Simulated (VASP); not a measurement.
Runs of VASP 6.6.1 on BaNaBr3. The structure is that of space group Pm-3m (No. 221), or close to it. The cells are those of the table. 

| level | cell | k mesh | smearing | grid for exact exchange (PRECFOCK) | screening parameter | gap on the mesh (eV) | pressure (GPa) |
| --- | --- | --- | --- | --- | --- | --- | --- |
| PBE | a = 6.417, b = 6.261, c = 6.261 Å, 5 atoms | 4 × 4 × 4 | fermi-dirac 0.02 eV | - | - | 2.83 | (b) |
| PBE | a = 6.448, b = 6.448, c = 6.227 Å, 5 atoms | 4 × 4 × 4 | fermi-dirac 0.02 eV | - | - | 2.82 | -0.4 |
| r2SCAN | a = 6.261 Å, 5 atoms | 4 × 4 × 4 | gaussian 0.01 eV | - | - | (a) | 0.2 |
| PBE | a = 6.261 Å, 5 atoms | 4 × 4 × 4 | fermi-dirac 0.02 eV | - | - | (c) | 0.4 |
| HSE06 | a = 6.386, b = 6.386, c = 6.238 Å, 5 atoms | 2 × 2 × 2 | gaussian 0.01 eV | Fast | 0.2079 1/Å | 3.94 | -0.1 |
| r2SCAN | a = 6.417, b = 6.261, c = 6.261 Å, 5 atoms | 4 × 4 × 4 | gaussian 0.01 eV | - | - | 3.62 | -0.1 |
| r2SCAN | a = 6.386, b = 6.386, c = 6.238 Å, 5 atoms | 4 × 4 × 4 | gaussian 0.01 eV | - | - | 3.62 | -0.3 |
| PBE | a = 6.386, b = 6.386, c = 6.238 Å, 5 atoms | 4 × 4 × 4 | fermi-dirac 0.02 eV | - | - | 2.83 | -0.1 |

Alike in all rows: task single point; potentials or basis VASP PAW PBE potentials, release 64 (Na_pv, Ba_sv, Br); no spin polarisation; cutoff (eV) 520.

**Question.** Estimate the missing entries.

**Answer.** (a) 3.64; (b) 0.0; (c) 2.86.

Caveats: some runs use coarse meshes; spin-orbit coupling is left out, which moves the levels of the heavy elements; the PAW data sets were made with another functional, which shifts forces and pressure a little (some runs).

A k mesh can miss the band edges, and the runs leave out spin-orbit coupling on Ba, Br.
